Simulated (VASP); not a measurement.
Set up this calculation in VASP 6.6.1, as the native input.

```yaml
Task: relaxation of cell and atoms
Functional: PBEsol
Potentials_or_basis: VASP PAW PBE potentials, release 64 (Mg)
Cutoff: 600 eV
k_mesh: 10 × 10 × 10
Occupations: gaussian, width 0.1 eV
Spin: no spin polarisation
Dipole_correction: no
Further_INCAR_settings: ALGO = Normal; EDIFF = 1e-07; IBRION = 2; EDIFFG = -0.05; NSW = 80; ISIF = 3
```

The structure of Mg lies in POSCAR:

```
Mg
1.0
    0.0000000000      1.8878987010      1.8878987010
    1.8878987010      0.0000000000      1.8878987010
    1.8878987010      1.8878987010      0.0000000000
Mg
1
Direct
    0.0000000000      0.0000000000      0.0000000000
```

This isn't the form of Mg at room conditions, which is hcp.

One way to write it, as run:

INCAR

```
  ALGO = Normal
  EDIFF = 1E-7
  EDIFFG = -0.05
  ENCUT = 600
  GGA = PS
  IBRION = 2
  ISIF = 3
  ISMEAR = 0
  LASPH = T
  LCHARG = F
  LREAL = F
  LWAVE = F
  NELM = 60
  NSW = 80
  PREC = Accurate
  SIGMA = 0.1
```

KPOINTS

```
k-points
0
Gamma
  10 10 10
```

Potentials or basis: VASP PAW PBE potentials, release 64 (Mg).

Command:

```sh
$ cat potpaw_PBE.64/Mg/POTCAR > POTCAR
$ mpirun -np 1 vasp_std > vasp.out
```

Results of the run:

| Quantity | Value |
| --- | --- |
| Relaxed volume | 22.67 Å³/atom |
| Relaxed cell | a = 3.177 Å, b = 3.177 Å, c = 3.177 Å, α = 60.00°, β = 60.00°, γ = 60.00° |
| Space group after relaxing (to 0.1 Å) | Fm-3m (No. 225) |
| Energy gained by relaxing | 992.6 meV/atom |
| Ionic steps | 4 |
| Pressure after relaxing | -0.1 GPa |
| Band gap on the k mesh | zero (bands 1 and 2 overlap by 2.13 eV) |

Caveat: the volume moved by over 15 % at a fixed basis, so the end points are rough; the PAW data sets were made with another functional, which shifts forces and pressure a little.

It took 19 s on 1 thread of Intel Xeon 8259CL (shared host), peak memory 0.14 GiB.
